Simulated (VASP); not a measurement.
# P (R-3m) in VASP: notebook

P is run at these levels: PBE+D3(BJ); tasks: single point.

Everything below comes from runs of VASP 6.6.1. Logs are shortened: lines on timing, memory, paths and dates and some standing lists are left out, and cuts for length are marked.

### 1 The cell of the first run

The typed cell holds 2 atoms: a = 3.109 Å, b = 3.109 Å, c = 3.109 Å, α = 59.99°, β = 59.99°, γ = 59.99°.

This isn't the form of P at room conditions, which is orthorhombic.

### 2 Single point, PBE+D3(BJ) (10.63 Å³/atom)

Input file INCAR:

```
PREC = Accurate
ENCUT = 520
EDIFF = 1E-6
ISMEAR = 0
SIGMA = 0.05
LREAL = False
LASPH = True
NELM = 80
ALGO = Normal
ISIF = 2
LWAVE = False
LCHARG = True
GGA = PE
IVDW = 12
LELF = True
LVHAR = True
NBANDS = 12
```

Input file KPOINTS:

```
regular mesh
0
Gamma
  18 18 18
```

Input file POSCAR:

```
P
1.0
    1.5545707125      0.8975318193      2.5389088153
   -1.5545707125      0.8975318193      2.5389088153
    0.0000000000     -1.7950636387      2.5389088153
P
2
Direct
    0.2499281154      0.2499281154      0.2499281154
    0.7500718846      0.7500718846      0.7500718846
```

Potentials or basis: VASP PAW PBE potentials, release 64 (P).

The run is started by

```sh
$ cat potpaw_PBE.64/P/POTCAR > POTCAR
$ mpirun -np 1 vasp_std > vasp.out
```

OUTCAR:

```text
PREC = Accurate
   ENCUT = 520
   EDIFF = 1E-6
   ISMEAR = 0
   LREAL = False
   LASPH = True
   NELM = 80
   ISIF = 2
   GGA = PE
   IVDW = 12
 IVDW          = 12

 ion  position               nearest neighbor table
   1  0.250  0.250  0.250-   2 2.20   2 2.20   2 2.20   2 2.20   2 2.20   2 2.20
   2  0.750  0.750  0.750-   1 2.20   1 2.20   1 2.20   1 2.20   1 2.20   1 2.20

  LATTYP: Found a trigonal (rhomboedric) cell.
 ALAT       =     3.1093908470
 COS(alpha) =     0.5000802125

  Lattice vectors:

 A1 = (   1.5545707125,   0.8975318193,   2.5389088153)
 A2 = (  -1.5545707125,   0.8975318193,   2.5389088153)
 A3 = (   0.0000000000,  -1.7950636387,   2.5389088153)

Analysis of symmetry for initial positions (statically):
=====================================================================
 Subroutine PRICEL returns:
 Original cell was already a primitive cell.

 Routine SETGRP: Setting up the symmetry group for a
 trigonal (rhombohedral) supercell.

 Subroutine GETGRP returns: Found 12 space group operations
 (whereof 12 operations were pure point group operations)
 out of a pool of 12 trial point group operations.

The static configuration has the point symmetry D_3d.

Analysis of symmetry for dynamics (positions and initial velocities):
=====================================================================
 Subroutine PRICEL returns:
 Original cell was already a primitive cell.

 Routine SETGRP: Setting up the symmetry group for a
 trigonal (rhombohedral) supercell.

 Subroutine GETGRP returns: Found 12 space group operations
 (whereof 12 operations were pure point group operations)
 out of a pool of 12 trial point group operations.

The dynamic configuration has the point symmetry D_3d.

 Subroutine INISYM returns: Found 12 space group operations
 (whereof 12 operations are pure point group operations),
 and found     1 'primitive' translations

----------------------------------------------------------------------------------------

                                     Primitive cell

  volume of cell :      21.2549

  direct lattice vectors                    reciprocal lattice vectors
     1.554570712  0.897531819  2.538908815     0.321632201  0.185694438  0.131289998
    -1.554570712  0.897531819  2.538908815    -0.321632201  0.185694438  0.131289998
     0.000000000 -1.795063639  2.538908815     0.000000000 -0.371388876  0.131289998

  length of vectors
     3.109390847  3.109390847  3.109390847     0.393912123  0.393912123  0.393912123

  position of ions in fractional coordinates (direct lattice)
     0.249928115  0.249928115  0.249928115
     0.750071885  0.750071885  0.750071885

  ion indices of the primitive-cell ions
   primitive index   ion index
                 1           1
                 2           2

----------------------------------------------------------------------------------------

 KPOINTS: regular mesh

Automatic generation of k-mesh.
 Grid dimensions read from file:
 generate k-points for:   18   18   18

 Generating k-lattice:

  Cartesian coordinates                     Fractional coordinates (reciprocal lattice)
     0.017868456  0.010316358  0.007293889     0.055555556  0.000000000 -0.000000000
    -0.017868456  0.010316358  0.007293889     0.000000000  0.055555556 -0.000000000
     0.000000000 -0.020632715  0.007293889     0.000000000  0.000000000  0.055555556

  Length of vectors
     0.021884007  0.021884007  0.021884007

  Shift w.r.t. Gamma in fractional coordinates (k-lattice)
     0.000000000  0.000000000  0.000000000

 Subroutine IBZKPT returns following result:
 ===========================================

 Found    580 irreducible k-points:

 Following reciprocal coordinates:
            Coordinates               Weight
  0.000000  0.000000  0.000000      1.000000
  0.055556  0.000000  0.000000      6.000000
  0.111111  0.000000  0.000000      6.000000
  0.166667 -0.000000  0.000000      6.000000
  0.222222 -0.000000  0.000000      6.000000
  0.277778 -0.000000  0.000000      6.000000
[... 16 lines left out ...]
 -0.277778  0.055556 -0.000000     12.000000
 -0.222222  0.055556  0.000000     12.000000
 [... further k-points ...]
   k-points           NKPTS =    580   k-points in BZ     NKDIM =    580   number of bands    NBANDS=     12
   number of dos      NEDOS =    301   number of ions     NIONS =      2
   total plane-waves  NPLWV =  13824
   dimension x,y,z NGX =    24 NGY =   24 NGZ =   24
   dimension x,y,z NGXF=    48 NGYF=   48 NGZF=   48
   ions per type =               2
   NGX,Y,Z   is equivalent  to a cutoff of  12.83, 12.83, 12.83 a.u.
   NGXF,Y,Z  is equivalent  to a cutoff of  25.66, 25.66, 25.66 a.u.
 SYSTEM =  unknown system
   PREC   = accura    normal or accurate (medium, high low for compatibility)
   ISTART =      0    job   : 0-new  1-cont  2-samecut
   ICHARG =      2    charge: 1-file 2-atom 10-const
   ISPIN  =      1    spin polarized calculation?
   LNONCOLLINEAR =      F non collinear calculations
   LSORBIT =      F    spin-orbit coupling
   LASPH  =      T    aspherical Exc in radial PAW
   ENCUT  =  520.0 eV  38.22 Ry    6.18 a.u.   5.78  5.78  5.78*2*pi/ulx,y,z
   NELM   =     80;   NELMIN=  2; NELMDL= -5     # of ELM steps
   EDIFF  = 0.1E-05   stopping-criterion for ELM
   LREAL  =      F    real-space projection
   EDIFFG = 0.1E-04   stopping-criterion for IOM
   NSW    =      0    number of steps for IOM
   IBRION =     -1    ionic relax: 0-MD 1-quasi-New 2-CG
   NFREE  =      0    steps in history (QN), initial steepest desc. (CG)
   ISIF   =      2    stress and relaxation
   ISYM   =      2    0-nonsym 1-usesym 2-fastsym
   POTIM  = 0.5000    time-step for ionic-motion
   TEBEG  =    0.0;   TEEND  =   0.0 temperature during run
   PSTRESS=    0.0 pullay stress
   NELECT =      10.0000    total number of electrons
   NUPDOWN=      -1.0000    fix difference up-down
   EMIN   =  10.00;   EMAX   =-10.00  energy-range for DOS
   EFERMI =   0.00;   METHOD = LEGACY
   ISMEAR =     0;   SIGMA  =   0.05  broadening in eV -4-tet -1-fermi 0-gaus
   EFERMI_NEDOS =   21; number of points for ismear=-14 and -15
   IALGO  =     38    algorithm
   IMIX   =      4    mixing-type and parameters
     AMIX     =   0.40;   BMIX     =  1.00
     AMIX_MAG =   1.60;   BMIX_MAG =  1.00
  volume/ion in A,a.u.               =      10.63        71.72
  Fermi-wavevector in a.u.,A,eV,Ry     =   1.273274  2.406139 22.058135  1.621227
  Thomas-Fermi vector in A             =   2.406107
   LORBIT       =      0    0 simple, 1 ext, 2 COOP (PROOUT), +10 PAW based schemes
   GGA     = PE    functional components
   LHFCALC =     F    Hartree Fock is set to
   AEXX    =    0.0000 exact exchange contribution
   IVDW    =    12    specifies the selected vdW correction
   LEPSILON=     F    determine dielectric tensor
   LRPA    =     F    only Hartree local field effects (RPA)
 non-spin polarized calculation
 Gauss-broadening in eV      SIGMA  =   0.05
  energy-cutoff  :      520.00
  volume of cell :       21.25
 maximum number of plane-waves:       588
   NGX = 11   NGY = 11   NGZ = 11

 number of electron      10.0000000 magnetization

 number of electron       9.9999999 magnetization

 Free energy of the ion-electron system (eV)
  ---------------------------------------------------
  ext. energy  EPLUGINS =         0.00000000
  ---------------------------------------------------
  free energy    TOTEN  =        -9.20000464 eV

  energy without entropy =       -9.19961345  energy(sigma->0) =       -9.19980905

 E-fermi :  14.5816     XC(G=0): -12.7186

 val. band max:       14.5582746529   @ k =  -0.3889   0.4444   0.2778
 cond. band min:      14.5964673869   @ k =  -0.3889  -0.3889   0.1111
 fundamental gap:      0.0381927340
 Fermi energy:        14.5815783319

 k-point     1 :       0.0000    0.0000    0.0000
  band No.  band energies     occupation
      1      -5.4285      2.00000
      2      12.2322      2.00000
      3      12.2351      2.00000
      4      12.2351      2.00000
      5      17.5484      0.00000
      6      18.1555      0.00000
      7      18.1583      0.00000
      8      18.1583      0.00000
      9      20.9810      0.00000
     10      20.9810      0.00000
     11      21.6834      0.00000
     12      21.6836      0.00000

 k-point     2 :       0.0556    0.0000    0.0000
  band No.  band energies     occupation
      1      -5.3613      2.00000
      2      11.6424      2.00000
      3      12.1926      2.00000
      4      12.1951      2.00000
      5      17.7042      0.00000
      6      18.3244      0.00000
      7      18.3269      0.00000
      8      18.4655      0.00000
      9      19.8483      0.00000
     10      19.8485      0.00000
     11      21.5482      0.00000
     12      22.9327      0.00000

 k-point     3 :       0.1111    0.0000    0.0000
  band No.  band energies     occupation
      1      -5.1596      2.00000
      2      10.3052      2.00000
      3      12.0922      2.00000
      4      12.0946      2.00000
      5      17.5863      0.00000
      6      18.5435      0.00000
      7      18.5436      0.00000
      8      18.8109      0.00000
      9      18.8134      0.00000
     10      19.5841      0.00000
     11      21.1752      0.00000
     12      24.5848      0.00000

 k-point     4 :       0.1667   -0.0000    0.0000
  band No.  band energies     occupation
      1      -4.8240      2.00000
      2       8.7174      2.00000
      3      11.9749      2.00000
      4      11.9772      2.00000
      5      17.3450      0.00000
      6      17.3461      0.00000
      7      17.3548      0.00000
      8      19.5712      0.00000
      9      19.5740      0.00000
     10      20.6412      0.00000
     11      20.9730      0.00000
     12      26.3570      0.00000

 k-point     5 :       0.2222   -0.0000    0.0000
  band No.  band energies     occupation
      1      -4.3552      2.00000
      2       7.0808      2.00000
      3      11.8845      2.00000
      4      11.8866      2.00000
      5      16.2661      0.00000
      6      16.2664      0.00000
      7      17.1395      0.00000
      8      20.0267      0.00000
      9      20.5612      0.00000
     10      20.5640      0.00000
     11      22.4174      0.00000
     12      28.2280      0.00000
[... 228 lines left out ...]
      1      -1.7908      2.00000
      2       2.0919      2.00000
      3      10.9343      2.00000
      4      12.6327      2.00000
      5      13.0551      2.00000
      6      14.0454      2.00000
      7      17.4147      0.00000
      8      18.6136      0.00000
      9      24.3379      0.00000
     10      25.3118      0.00000
     11      28.2431      0.00000
     12      29.7054      0.00000

 k-point    22 :      -0.3333    0.0556    0.0000
  band No.  band energies     occupation
      1      -2.6924      2.00000
      2       3.4989      2.00000
      3      10.7829      2.00000
      4      12.8342      2.00000
      5      13.3022      2.00000
      6      14.7214      0.00008
      7      17.3231      0.00000
      8      19.1396      0.00000
      9      22.8153      0.00000
     10      23.7557      0.00000
     11      26.6645      0.00000
     12      30.9099      0.00000

 k-point    23 :      -0.2778    0.0556   -0.0000
  band No.  band energies     occupation
      1      -3.4663      2.00000
      2       5.0001      2.00000
      3      10.7432      2.00000
      4      12.6961      2.00000
      5      14.0935      2.00000
      6      15.5113      0.00000
      7      17.3363      0.00000
      8      19.7333      0.00000
      9      21.4600      0.00000
     10      22.3243      0.00000
     11      25.1314      0.00000
     12      29.6312      0.00000

 k-point    24 :      -0.2222    0.0556    0.0000
  band No.  band energies     occupation
      1      -4.1104      2.00000
      2       6.5760      2.00000
      3      10.8094      2.00000
      4      12.6194      2.00000
      5      15.0067      0.00000
      6      16.4116      0.00000
      7      17.4460      0.00000
      8      20.2964      0.00000
      9      20.3688      0.00000
     10      21.0305      0.00000
     11      23.6335      0.00000
     12      27.7501      0.00000

 [... further k-points ...]

------------------------ aborting loop because EDIFF is reached ----------------------------------------

 Edisp (eV)   -1.33105

 E8    (eV) :    -0.5005

  FORCE on cell =-STRESS in cart. coord.  units (eV):
  Direction    XX          YY          ZZ          XY          YZ          ZX
  --------------------------------------------------------------------------------------
  -------------------------------------------------------------------------------------
  Total       8.21651     8.21651     8.21321    -0.00000    -0.00000     0.00000
  in kB     619.35447   619.35447   619.10554    -0.00000    -0.00000     0.00000
  external pressure =      619.27 kB  Pullay stress =        0.00 kB

 VOLUME and BASIS-vectors are now :
 -----------------------------------------------------------------------------
  energy-cutoff  :      520.00
  volume of cell :       21.25
      direct lattice vectors                 reciprocal lattice vectors
     1.554570712  0.897531819  2.538908815     0.321632201  0.185694438  0.131289998
    -1.554570712  0.897531819  2.538908815    -0.321632201  0.185694438  0.131289998
     0.000000000 -1.795063639  2.538908815     0.000000000 -0.371388876  0.131289998

 POSITION                                       TOTAL-FORCE (eV/Angst)
 -----------------------------------------------------------------------------------
      0.00000     -0.00000      1.90363         0.000000     -0.000000      0.008760
      0.00000     -0.00000      5.71309         0.000000      0.000000     -0.008760
 -----------------------------------------------------------------------------------
    total drift:                                0.000000     -0.000000      0.000000

  FREE ENERGIE OF THE ION-ELECTRON SYSTEM (eV)
  ---------------------------------------------------
  free  energy   TOTEN  =       -10.5310498131 eV

  energy  without entropy=      -10.5306586277  energy(sigma->0) =      -10.53085422
```

Wall time 48 s (1 thread of AMD EPYC 9R45 (Zen 5), shared host); peak memory 0.21 GiB.

Results:

| Quantity | Value |
| --- | --- |
| Free energy | -10.5310 eV |
| Pressure | 61.9 GPa |
| Largest force | 0.009 eV/Å |
| Band gap on the k mesh | zero (bands 5 and 6 overlap by 5.26 eV) |
| Dispersion energy per atom | -0.666 eV |

Forces in eV/Å, atoms in the order of the input:
```
P    0.000  0.000  0.009
P    0.000  0.000 -0.009
```

Caveat: the cell stands under pressure.

[end of part 1 of 2]

The gap in the log of VASP goes by the Fermi energy; the results here count the filled bands.